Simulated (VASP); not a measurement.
# Ge (Fd-3m) in VASP: density of states with LDA

Aim: the density of states of Ge with LDA.

All numbers are computed with VASP 6.6.1; they aren't measurements. Logs are shortened: lines on timing, memory, paths and dates and some standing lists are left out, and cuts for length are marked.

## Step 1: The cell of the first run

The structure is cubic, space group Fd-3m (No. 227). Conventional cell: a = 5.621 Å, b = 5.621 Å, c = 5.621 Å, α = 90.00°, β = 90.00°, γ = 90.00°. Within 3.2 Å of Ge (site symmetry -43m) lie 4 Ge at 2.43 Å.

## Step 2: Density of states, LDA

Input file POSCAR:

```
Ge
1.0
    0.0000000000      2.8107242281      2.8107242281
    2.8107242281      0.0000000000      2.8107242281
    2.8107242281      2.8107242281      0.0000000000
Ge
2
Direct
    0.0000000000      0.0000000000      0.0000000000
    0.2500000000      0.2500000000      0.2500000000
```

Input file INCAR.step1:

```
PREC     = Accurate       # precision mode
ENCUT    = 410            # plane-wave cutoff, eV
EDIFF    = 1E-6           # SCF threshold, eV
ISMEAR   = 0              # smearing method
SIGMA    = 0.1            # smearing width, eV
LREAL    = F              # projectors in reciprocal space
LASPH    = T              # aspherical terms in the spheres
NELM     = 120            # most SCF steps
ALGO     = Normal         # electronic algorithm
ISIF     = 2              # what is computed and relaxed
LWAVE    = F              # write WAVECAR
LCHARG   = T              # write CHGCAR
GGA      = CA             # functional
NBANDS   = 21             # bands
GGA_COMPAT= F            
NEDOS    = 2001           # points of the DOS
LORBIT   = 11             # projections on sites
```

Input file KPOINTS.step1:

```
regular mesh
0
Gamma
  14 14 14
```

Input file INCAR.step2:

```
PREC     = Accurate       # precision mode
ENCUT    = 410            # plane-wave cutoff, eV
EDIFF    = 1E-6           # SCF threshold, eV
ISMEAR   = -5             # smearing method
SIGMA    = 0.1            # smearing width, eV
LREAL    = F              # projectors in reciprocal space
LASPH    = T              # aspherical terms in the spheres
NELM     = 120            # most SCF steps
ALGO     = Normal         # electronic algorithm
ISIF     = 2              # what is computed and relaxed
LWAVE    = F              # write WAVECAR
LCHARG   = F              # write CHGCAR
GGA      = CA             # functional
LORBIT   = 11             # projections on sites
NBANDS   = 21             # bands
NEDOS    = 2001           # points of the DOS
ICHARG   = 11             # starting density
GGA_COMPAT= F
```

Input file KPOINTS.step2:

```
regular mesh
0
Gamma
  21 21 21
```

Potentials or basis: VASP PAW LDA potentials, release 64 (Ge_d).

The run is started by

```sh
cat potpaw_LDA.64/Ge_d/POTCAR > POTCAR
cp INCAR.step1 INCAR
cp KPOINTS.step1 KPOINTS
mpirun -np 1 vasp_std > vasp.out
cp INCAR.step2 INCAR
cp KPOINTS.step2 KPOINTS
mpirun -np 1 vasp_std > vasp.out
```

OUTCAR:

```text
PREC = Accurate
   ENCUT = 410
   EDIFF = 1E-6
   ISMEAR = -5
   LREAL = F
   LASPH = T
   NELM = 120
   ISIF = 2
   GGA = CA
   LORBIT = 11
   ICHARG = 11

 ion  position               nearest neighbor table
   1  0.000  0.000  0.000-   2 2.43   2 2.43   2 2.43   2 2.43
   2  0.250  0.250  0.250-   1 2.43   1 2.43   1 2.43   1 2.43

  LATTYP: Found a face centered cubic cell.
 ALAT       =     5.6214484562

  Lattice vectors:

 A1 = (   0.0000000000,   2.8107242281,   2.8107242281)
 A2 = (   2.8107242281,   0.0000000000,   2.8107242281)
 A3 = (   2.8107242281,   2.8107242281,   0.0000000000)

Analysis of symmetry for initial positions (statically):
=====================================================================
 Subroutine PRICEL returns:
 Original cell was already a primitive cell.

 Routine SETGRP: Setting up the symmetry group for a
 face centered cubic supercell.

 Subroutine GETGRP returns: Found 48 space group operations
 (whereof 24 operations were pure point group operations)
 out of a pool of 48 trial point group operations.

The static configuration has the point symmetry T_d .
 The point group associated with its full space group is O_h .

Analysis of symmetry for dynamics (positions and initial velocities):
=====================================================================
 Subroutine PRICEL returns:
 Original cell was already a primitive cell.

 Routine SETGRP: Setting up the symmetry group for a
 face centered cubic supercell.

 Subroutine GETGRP returns: Found 48 space group operations
 (whereof 24 operations were pure point group operations)
 out of a pool of 48 trial point group operations.

The dynamic configuration has the point symmetry T_d .
 The point group associated with its full space group is O_h .

 Subroutine INISYM returns: Found 48 space group operations
 (whereof 24 operations are pure point group operations),
 and found     1 'primitive' translations

----------------------------------------------------------------------------------------

                                     Primitive cell

  volume of cell :      44.4104

  direct lattice vectors                    reciprocal lattice vectors
     0.000000000  2.810724228  2.810724228    -0.177890095  0.177890095  0.177890095
     2.810724228  0.000000000  2.810724228     0.177890095 -0.177890095  0.177890095
     2.810724228  2.810724228  0.000000000     0.177890095  0.177890095 -0.177890095

  length of vectors
     3.974964323  3.974964323  3.974964323     0.308114683  0.308114683  0.308114683

  position of ions in fractional coordinates (direct lattice)
     0.000000000  0.000000000  0.000000000
     0.250000000  0.250000000  0.250000000

  ion indices of the primitive-cell ions
   primitive index   ion index
                 1           1
                 2           2

----------------------------------------------------------------------------------------

 KPOINTS: regular mesh

Automatic generation of k-mesh.
 Grid dimensions read from file:
 generate k-points for:   21   21   21

 Generating k-lattice:

  Cartesian coordinates                     Fractional coordinates (reciprocal lattice)
    -0.008470957  0.008470957  0.008470957     0.047619048  0.000000000  0.000000000
     0.008470957 -0.008470957  0.008470957     0.000000000  0.047619048  0.000000000
     0.008470957  0.008470957 -0.008470957     0.000000000  0.000000000  0.047619048

  Length of vectors
     0.014672128  0.014672128  0.014672128

  Shift w.r.t. Gamma in fractional coordinates (k-lattice)
     0.000000000  0.000000000  0.000000000

 TETIRR: Found   1276 inequivalent tetrahedra from    55566

 Subroutine IBZKPT returns following result:
 ===========================================

 Found    286 irreducible k-points:

 Following reciprocal coordinates:
            Coordinates               Weight
  0.000000  0.000000  0.000000      1.000000
  0.047619  0.000000  0.000000      8.000000
  0.095238  0.000000  0.000000      8.000000
  0.142857  0.000000  0.000000      8.000000
  0.190476  0.000000  0.000000      8.000000
  0.238095  0.000000  0.000000      8.000000
[... 16 lines left out ...]
 -0.428571  0.047619  0.000000     24.000000
 -0.380952  0.047619  0.000000     24.000000
 [... further k-points ...]
   k-points           NKPTS =    286   k-points in BZ     NKDIM =    286   number of bands    NBANDS=     21
   number of dos      NEDOS =   2001   number of ions     NIONS =      2
   total plane-waves  NPLWV =  21952
   dimension x,y,z NGX =    28 NGY =   28 NGZ =   28
   dimension x,y,z NGXF=    56 NGYF=   56 NGZF=   56
   ions per type =               2
   NGX,Y,Z   is equivalent  to a cutoff of  11.71, 11.71, 11.71 a.u.
   NGXF,Y,Z  is equivalent  to a cutoff of  23.42, 23.42, 23.42 a.u.
 SYSTEM =  unknown system
   PREC   = accura    normal or accurate (medium, high low for compatibility)
   ISTART =      0    job   : 0-new  1-cont  2-samecut
   ICHARG =     11    charge: 1-file 2-atom 10-const
   ISPIN  =      1    spin polarized calculation?
   LNONCOLLINEAR =      F non collinear calculations
   LSORBIT =      F    spin-orbit coupling
   LASPH  =      T    aspherical Exc in radial PAW
   ENCUT  =  410.0 eV  30.13 Ry    5.49 a.u.   6.56  6.56  6.56*2*pi/ulx,y,z
   NELM   =    120;   NELMIN=  2; NELMDL=  0     # of ELM steps
   EDIFF  = 0.1E-05   stopping-criterion for ELM
   LREAL  =      F    real-space projection
   EDIFFG = 0.1E-04   stopping-criterion for IOM
   NSW    =      0    number of steps for IOM
   IBRION =     -1    ionic relax: 0-MD 1-quasi-New 2-CG
   NFREE  =      0    steps in history (QN), initial steepest desc. (CG)
   ISIF   =      2    stress and relaxation
   ISYM   =      2    0-nonsym 1-usesym 2-fastsym
   POTIM  = 0.5000    time-step for ionic-motion
   TEBEG  =    0.0;   TEEND  =   0.0 temperature during run
   PSTRESS=    0.0 pullay stress
   NELECT =      28.0000    total number of electrons
   NUPDOWN=      -1.0000    fix difference up-down
   EMIN   =  10.00;   EMAX   =-10.00  energy-range for DOS
   EFERMI =   0.00;   METHOD = LEGACY
   ISMEAR =    -5;   SIGMA  =   0.10  broadening in eV -4-tet -1-fermi 0-gaus
   EFERMI_NEDOS =   21; number of points for ismear=-14 and -15
   IALGO  =     38    algorithm
   IMIX   =      4    mixing-type and parameters
     AMIX     =   0.40;   BMIX     =  1.00
     AMIX_MAG =   1.60;   BMIX_MAG =  1.00
  volume/ion in A,a.u.               =      22.21       149.85
  Fermi-wavevector in a.u.,A,eV,Ry     =   1.403781  2.652761 26.811645  1.970600
  Thomas-Fermi vector in A             =   2.526408
   LORBIT       =     11    0 simple, 1 ext, 2 COOP (PROOUT), +10 PAW based schemes
   GGA     = CA    functional components
   LHFCALC =     F    Hartree Fock is set to
   AEXX    =    0.0000 exact exchange contribution
   IVDW    =     0    specifies the selected vdW correction
   LEPSILON=     F    determine dielectric tensor
   LRPA    =     F    only Hartree local field effects (RPA)
 non-spin polarized calculation
 Fermi weights with tetrahedron method with Bloechl corrections
  energy-cutoff  :      410.00
  volume of cell :       44.41
 maximum number of plane-waves:       871

 number of electron      28.0000006 magnetization

 Free energy of the ion-electron system (eV)
  ---------------------------------------------------
  ext. energy  EPLUGINS =         0.00000000
  ---------------------------------------------------
  free energy    TOTEN  =       -10.39408892 eV

  energy without entropy =      -10.39408892  energy(sigma->0) =      -10.39408892

 E-fermi :   4.9209     XC(G=0): -10.3801

 val. band max:        4.9104692228   @ k =   0.0000   0.0000   0.0000
 cond. band min:       4.9458779209   @ k =   0.0000   0.0000   0.0000
 fundamental gap:      0.0354086981
 Fermi energy:         4.9208851271

 k-point     1 :       0.0000    0.0000    0.0000
  band No.  band energies     occupation
      1     -20.0510      2.00000
      2     -20.0510      2.00000
      3     -20.0510      2.00000
      4     -20.0124      2.00000
      5     -20.0124      2.00000
      6     -19.7925      2.00000
[... 13 lines left out ...]
     20      14.5165      0.00000
     21      14.5165      0.00000

 k-point     2 :       0.0476    0.0000    0.0000
  band No.  band energies     occupation
      1     -20.0526      2.00000
      2     -20.0526      2.00000
      3     -20.0506      2.00000
      4     -20.0102      2.00000
      5     -20.0102      2.00000
      6     -19.7950      2.00000
[... 13 lines left out ...]
     20      14.2285      0.00000
     21      14.2285      0.00000

 k-point     3 :       0.0952    0.0000    0.0000
  band No.  band energies     occupation
      1     -20.0565      2.00000
      2     -20.0565      2.00000
      3     -20.0496      2.00000
      4     -20.0047      2.00000
      5     -20.0047      2.00000
      6     -19.8003      2.00000
[... 13 lines left out ...]
     20      13.7806      0.00000
     21      13.7806      0.00000
[... 457 lines left out ...]
 k-point    23 :      -0.4286    0.0476    0.0000
  band No.  band energies     occupation
      1     -20.0782      2.00000
      2     -20.0775      2.00000
      3     -20.0301      2.00000
      4     -19.9690      2.00000
      5     -19.9655      2.00000
      6     -19.8299      2.00000
[... 13 lines left out ...]
     20      15.1108      0.00000
     21      16.0999      0.00000

 k-point    24 :      -0.3810    0.0476    0.0000
  band No.  band energies     occupation
      1     -20.0774      2.00000
      2     -20.0768      2.00000
      3     -20.0317      2.00000
      4     -19.9715      2.00000
      5     -19.9660      2.00000
      6     -19.8307      2.00000
[... 13 lines left out ...]
     20      14.3274      0.00000
     21      15.5531      0.00000

 [... further k-points ...]

------------------------ aborting loop because EDIFF is reached ----------------------------------------

  FORCE on cell =-STRESS in cart. coord.  units (eV):
  Direction    XX          YY          ZZ          XY          YZ          ZX
  --------------------------------------------------------------------------------------
  -------------------------------------------------------------------------------------
  Total       -0.0745519     -0.0745519     -0.0745519      0.0000000      0.0000000     -0.0000000
  in kB       -2.6895791     -2.6895791     -2.6895791      0.0000000      0.0000000     -0.0000000
  external PRESSURE =      -2.6895791 kB  Pullay stress =       0.0000000 kB

 VOLUME and BASIS-vectors are now :
 -----------------------------------------------------------------------------
  energy-cutoff  :      410.00
  volume of cell :       44.41
      direct lattice vectors                 reciprocal lattice vectors
     0.000000000  2.810724228  2.810724228    -0.177890095  0.177890095  0.177890095
     2.810724228  0.000000000  2.810724228     0.177890095 -0.177890095  0.177890095
     2.810724228  2.810724228  0.000000000     0.177890095  0.177890095 -0.177890095

 POSITION                                       TOTAL-FORCE (eV/Angst)
 -----------------------------------------------------------------------------------
      0.00000      0.00000      0.00000        -0.000000     -0.000000     -0.000000
      1.40536      1.40536      1.40536         0.000000      0.000000      0.000000
 -----------------------------------------------------------------------------------
    total drift:                                0.000000      0.000000      0.000000

  FREE ENERGIE OF THE ION-ELECTRON SYSTEM (eV)
  ---------------------------------------------------
  free  energy   TOTEN  =       -10.3940889239 eV

  energy  without entropy=      -10.3940889239  energy(sigma->0) =      -10.39408892

 total charge

# of ion       s       p       d       tot
------------------------------------------
    1        1.139   1.284  10.026  12.449
    2        1.139   1.284  10.026  12.449
--------------------------------------------------
tot          2.279   2.568  20.051  24.898
```

Run time: 1.7 min. Hardware: 1 thread of Intel Xeon Platinum 8375C at 2.90GHz (Ice Lake), shared host; peak memory 0.25 GiB.

What came out:

| Quantity | Value |
| --- | --- |
| Valence electrons inside the program's atomic spheres | Ge 12.45 |

Levels at points of the mesh, in eV from the valence-band top:
```csv
k point,band 11,band 12,band 13,band 14,band 15,band 16,band 17,band 18
"(0.00, 0.00, 0.00)",-12.95,0.00,0.00,0.00,0.04,2.54,2.54,2.54
```
